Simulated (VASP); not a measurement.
# Cd (Im-3m) in VASP: further runs

Cd is run at these levels: PBEsol; tasks: single point.

Program: VASP 6.6.1. These are calculated values, not measurements. Logs are shortened: lines on timing, memory, paths and dates and some standing lists are left out, and cuts for length are marked.

## (1) The cell of the first run

Symmetry: Im-3m, No. 229, cubic system. Conventional cell: a = 3.496 Å, b = 3.496 Å, c = 3.496 Å, α = 90.00°, β = 90.00°, γ = 90.00°. Cd (site symmetry m-3m) has 14 Cd at 3.03 to 3.50 Å within 4.0 Å.

This isn't the form of Cd at room conditions, which is hcp.

## (2) Single point, PBEsol, non-collinear spin, typed start

INCAR reads:

```
SYSTEM = Cd
  ALGO = Normal
  EDIFF = 1E-7
  ENCUT = 520
  GGA = PS
  ISIF = 2
  ISMEAR = -5
  LASPH = .True.
  LCHARG = .False.
  LNONCOLLINEAR = .True.
  LORBIT = 11
  LREAL = .False.
  LWAVE = .False.
  MAGMOM = 0 0 0.5
  NBANDS = 23
  NELM = 150
  PREC = Accurate
  SIGMA = 0.05
```

KPOINTS reads:

```
k-points
0
Gamma
  10 10 10
  0 0 0
```

POSCAR reads:

```
Cd
1.0
   -1.7478970447      1.7478970447      1.7478970447
    1.7478970447     -1.7478970447      1.7478970447
    1.7478970447      1.7478970447     -1.7478970447
Cd
1
Direct
    0.0000000000      0.0000000000      0.0000000000
```

Potentials or basis: VASP PAW PBE potentials, release 64 (Cd).

Run with:

```bash
> cat potpaw_PBE.64/Cd/POTCAR > POTCAR
> mpirun -np 1 vasp_ncl > vasp.out
```

OUTCAR:

```text
SYSTEM = Cd
   EDIFF = 1E-7
   ENCUT = 520
   GGA = PS
   ISIF = 2
   ISMEAR = -5
   LASPH = .True.
   LNONCOLLINEAR = .True.
   LORBIT = 11
   LREAL = .False.
   NELM = 150
   PREC = Accurate

 ion  position               nearest neighbor table
   1  0.000  0.000  0.000-

  LATTYP: Found a body centered cubic cell.
 ALAT       =     3.4957940894

  Lattice vectors:

 A1 = (  -1.7478970447,   1.7478970447,   1.7478970447)
 A2 = (   1.7478970447,  -1.7478970447,   1.7478970447)
 A3 = (   1.7478970447,   1.7478970447,  -1.7478970447)

Analysis of symmetry for initial positions (statically):
=====================================================================
 Subroutine PRICEL returns:
 Original cell was already a primitive cell.

 Routine SETGRP: Setting up the symmetry group for a
 body centered cubic supercell.

 Subroutine GETGRP returns: Found 48 space group operations
 (whereof 48 operations were pure point group operations)
 out of a pool of 48 trial point group operations.

The static configuration has the point symmetry O_h .

Analysis of symmetry for dynamics (positions and initial velocities):
=====================================================================
 Subroutine PRICEL returns:
 Original cell was already a primitive cell.

 Routine SETGRP: Setting up the symmetry group for a
 body centered cubic supercell.

 Subroutine GETGRP returns: Found 48 space group operations
 (whereof 48 operations were pure point group operations)
 out of a pool of 48 trial point group operations.

The dynamic configuration has the point symmetry O_h .

Analysis of structural, dynamic, and magnetic symmetry:
=====================================================================
 Subroutine PRICEL returns:
 Original cell was already a primitive cell.

 Routine SETGRP: Setting up the symmetry group for a
 body centered cubic supercell.

 Subroutine GETGRP returns: Found  8 space group operations
 (whereof  8 operations were pure point group operations)
 out of a pool of 48 trial point group operations.

The overall configuration has the point symmetry C_4h.

 Subroutine INISYM returns: Found  8 space group operations
 (whereof  8 operations are pure point group operations),
 and found     1 'primitive' translations

----------------------------------------------------------------------------------------

                                     Primitive cell

  volume of cell :      21.3603

  direct lattice vectors                    reciprocal lattice vectors
    -1.747897045  1.747897045  1.747897045     0.000000000  0.286058038  0.286058038
     1.747897045 -1.747897045  1.747897045     0.286058038  0.000000000  0.286058038
     1.747897045  1.747897045 -1.747897045     0.286058038  0.286058038  0.000000000

  length of vectors
     3.027446488  3.027446488  3.027446488     0.404547158  0.404547158  0.404547158

  position of ions in fractional coordinates (direct lattice)
     0.000000000  0.000000000  0.000000000

  ion indices of the primitive-cell ions
   primitive index   ion index
                 1           1

----------------------------------------------------------------------------------------

 KPOINTS: k-points

Automatic generation of k-mesh.
 Grid dimensions read from file:
 generate k-points for:   10   10   10

 Generating k-lattice:

  Cartesian coordinates                     Fractional coordinates (reciprocal lattice)
     0.000000000  0.028605804  0.028605804     0.100000000  0.000000000  0.000000000
     0.028605804  0.000000000  0.028605804     0.000000000  0.100000000  0.000000000
     0.028605804  0.028605804  0.000000000     0.000000000  0.000000000  0.100000000

  Length of vectors
     0.040454716  0.040454716  0.040454716

  Shift w.r.t. Gamma in fractional coordinates (k-lattice)
     0.000000000  0.000000000  0.000000000

 TETIRR: Found   2450 inequivalent tetrahedra from     6000

 Subroutine IBZKPT returns following result:
 ===========================================

 Found    144 irreducible k-points:

 Following reciprocal coordinates:
            Coordinates               Weight
  0.000000  0.000000  0.000000      1.000000
  0.100000  0.000000  0.000000      8.000000
  0.000000  0.000000  0.100000      4.000000
  0.200000  0.000000  0.000000      8.000000
  0.000000  0.000000  0.200000      4.000000
  0.300000  0.000000  0.000000      8.000000
[... 16 lines left out ...]
  0.100000  0.000000  0.300000      8.000000
 -0.400000  0.100000  0.300000      8.000000
 [... further k-points ...]
   k-points           NKPTS =    144   k-points in BZ     NKDIM =    144   number of bands    NBANDS=     23
   number of dos      NEDOS =    301   number of ions     NIONS =      1
   total plane-waves  NPLWV =  13824
   dimension x,y,z NGX =    24 NGY =   24 NGZ =   24
   dimension x,y,z NGXF=    48 NGYF=   48 NGZF=   48
   ions per type =               1
   NGX,Y,Z   is equivalent  to a cutoff of  13.18, 13.18, 13.18 a.u.
   NGXF,Y,Z  is equivalent  to a cutoff of  26.36, 26.36, 26.36 a.u.
 SYSTEM =  Cd
   PREC   = accura    normal or accurate (medium, high low for compatibility)
   ISTART =      0    job   : 0-new  1-cont  2-samecut
   ICHARG =      2    charge: 1-file 2-atom 10-const
   ISPIN  =      1    spin polarized calculation?
   LNONCOLLINEAR =      T non collinear calculations
   LSORBIT =      F    spin-orbit coupling
   LASPH  =      T    aspherical Exc in radial PAW
   ENCUT  =  520.0 eV  38.22 Ry    6.18 a.u.   5.63  5.63  5.63*2*pi/ulx,y,z
   NELM   =    150;   NELMIN=  2; NELMDL= -5     # of ELM steps
   EDIFF  = 0.1E-06   stopping-criterion for ELM
   LREAL  =      F    real-space projection
   EDIFFG = 0.1E-05   stopping-criterion for IOM
   NSW    =      0    number of steps for IOM
   IBRION =     -1    ionic relax: 0-MD 1-quasi-New 2-CG
   NFREE  =      0    steps in history (QN), initial steepest desc. (CG)
   ISIF   =      2    stress and relaxation
   ISYM   =      2    0-nonsym 1-usesym 2-fastsym
   POTIM  = 0.5000    time-step for ionic-motion
   TEBEG  =    0.0;   TEEND  =   0.0 temperature during run
   PSTRESS=    0.0 pullay stress
   NELECT =      12.0000    total number of electrons
   NUPDOWN=      -1.0000    fix difference up-down
   EMIN   =  10.00;   EMAX   =-10.00  energy-range for DOS
   EFERMI =   0.00;   METHOD = LEGACY
   ISMEAR =    -5;   SIGMA  =   0.05  broadening in eV -4-tet -1-fermi 0-gaus
   EFERMI_NEDOS =   21; number of points for ismear=-14 and -15
   IALGO  =     38    algorithm
   IMIX   =      4    mixing-type and parameters
     AMIX     =   0.40;   BMIX     =  1.00
     AMIX_MAG =   1.60;   BMIX_MAG =  1.00
  volume/ion in A,a.u.               =      21.36       144.15
  Fermi-wavevector in a.u.,A,eV,Ry     =   1.350826  2.552691 24.826970  1.824731
  Thomas-Fermi vector in A             =   2.478298
   LORBIT       =     11    0 simple, 1 ext, 2 COOP (PROOUT), +10 PAW based schemes
   GGA     = PS    functional components
   LHFCALC =     F    Hartree Fock is set to
   AEXX    =    0.0000 exact exchange contribution
   IVDW    =     0    specifies the selected vdW correction
   LEPSILON=     F    determine dielectric tensor
   LRPA    =     F    only Hartree local field effects (RPA)
 Fermi weights with tetrahedron method with Bloechl corrections
  energy-cutoff  :      520.00
  volume of cell :       21.36
 maximum number of plane-waves:      1206
   NGX = 11   NGY = 11   NGZ = 11

 number of electron      12.0000000 magnetization       0.0000000      0.0000000      0.5000000

 number of electron      11.9999994 magnetization      -0.0000000      0.0000000      0.0001880

 number of electron      11.9999994 magnetization       0.0000000     -0.0000000     -0.0001039

 Free energy of the ion-electron system (eV)
  ---------------------------------------------------
  ext. energy  EPLUGINS =         0.00000000
  ---------------------------------------------------
  free energy    TOTEN  =        -1.13566152 eV

  energy without entropy =       -1.13566152  energy(sigma->0) =       -1.13566152

 E-fermi :   3.0840     XC(G=0): -11.2827

 val. band max:        3.6314279660   @ k =   0.3000   0.5000   0.5000
 cond. band min:       2.4927861052   @ k =   0.4000   0.2000   0.4000
 fundamental gap:     -1.1386418608
 Fermi energy:         3.0840134802

 k-point     1 :       0.0000    0.0000    0.0000
  band No.  band energies     occupation
      1      -6.4133      1.00000
      2      -6.4133      1.00000
      3      -6.4133      1.00000
      4      -6.4133      1.00000
      5      -6.4126      1.00000
      6      -6.4125      1.00000
[... 15 lines left out ...]
     22      19.5760      0.00000
     23      19.5761      0.00000

 k-point     2 :       0.1000    0.0000    0.0000
  band No.  band energies     occupation
      1      -6.4473      1.00000
      2      -6.4473      1.00000
      3      -6.4173      1.00000
      4      -6.4172      1.00000
      5      -6.3136      1.00000
      6      -6.3136      1.00000
[... 15 lines left out ...]
     22      18.6369      0.00000
     23      19.2841      0.00000

 k-point     3 :       0.0000    0.0000    0.1000
  band No.  band energies     occupation
      1      -6.4477      1.00000
      2      -6.4476      1.00000
      3      -6.4166      1.00000
      4      -6.4165      1.00000
      5      -6.3140      1.00000
      6      -6.3139      1.00000
[... 15 lines left out ...]
     22      18.6372      0.00000
     23      19.2839      0.00000
[... 495 lines left out ...]
 k-point    23 :       0.1000    0.0000    0.3000
  band No.  band energies     occupation
      1      -6.7137      1.00000
      2      -6.7136      1.00000
      3      -6.6389      1.00000
      4      -6.6388      1.00000
      5      -5.8208      1.00000
      6      -5.8207      1.00000
[... 15 lines left out ...]
     22      19.6889      0.00000
     23      21.5780      0.00000

 k-point    24 :      -0.4000    0.1000    0.3000
  band No.  band energies     occupation
      1      -6.7139      1.00000
      2      -6.7139      1.00000
      3      -6.6387      1.00000
      4      -6.6387      1.00000
      5      -5.8209      1.00000
      6      -5.8209      1.00000
[... 15 lines left out ...]
     22      19.6889      0.00000
     23      21.5780      0.00000

 [... further k-points ...]

------------------------ aborting loop because EDIFF is reached ----------------------------------------

  FORCE on cell =-STRESS in cart. coord.  units (eV):
  Direction    XX          YY          ZZ          XY          YZ          ZX
  --------------------------------------------------------------------------------------
  -------------------------------------------------------------------------------------
  Total       -0.0186427     -0.0186427     -0.1160015      0.0000000      0.0000000      0.0000000
  in kB       -1.3983404     -1.3983404     -8.7009479      0.0000008      0.0000000      0.0000000
  external PRESSURE =      -3.8325429 kB  Pullay stress =       0.0000000 kB

 VOLUME and BASIS-vectors are now :
 -----------------------------------------------------------------------------
  energy-cutoff  :      520.00
  volume of cell :       21.36
      direct lattice vectors                 reciprocal lattice vectors
    -1.747897045  1.747897045  1.747897045     0.000000000  0.286058038  0.286058038
     1.747897045 -1.747897045  1.747897045     0.286058038  0.000000000  0.286058038
     1.747897045  1.747897045 -1.747897045     0.286058038  0.286058038  0.000000000

 POSITION                                       TOTAL-FORCE (eV/Angst)
 -----------------------------------------------------------------------------------
      0.00000      0.00000      0.00000         0.000000     -0.000000     -0.000000
 -----------------------------------------------------------------------------------
    total drift:                                0.000000      0.000000      0.000000

  FREE ENERGIE OF THE ION-ELECTRON SYSTEM (eV)
  ---------------------------------------------------
  free  energy   TOTEN  =        -1.1356615243 eV

  energy  without entropy=       -1.1356615243  energy(sigma->0) =       -1.13566152

 total charge

# of ion       s       p       d       tot
------------------------------------------
    1        0.536   0.293   9.484  10.313

 magnetization (x)

# of ion       s       p       d       tot
------------------------------------------
    1        0.000  -0.000   0.000  -0.000

 magnetization (y)

# of ion       s       p       d       tot
------------------------------------------
    1       -0.000   0.000   0.000  -0.000

 magnetization (z)

# of ion       s       p       d       tot
------------------------------------------
    1       -0.000   0.000   0.000   0.000
```

Run time: 98 s. Hardware: 1 thread of AMD EPYC 7R13 (Zen 3), shared host; peak memory 0.24 GiB.

Results:

| Property | Result |
| --- | --- |
| Free energy | -1.1357 eV |
| Pressure | -0.4 GPa |
| Band gap on the k mesh | zero (bands 12 and 13 overlap by 4.31 eV) |
| Net moment | 0.00 μB per cell |
| Valence electrons inside the program's atomic spheres | Cd 10.31 |

Moments on the atoms (μB; x, y, z):
```
Cd  0.00 0.00 0.00
```

Caveat: the PAW data sets were made with another functional, which shifts forces and pressure a little; tetrahedron occupations give inexact forces and stress in metals.

[end of part 1 of 3]
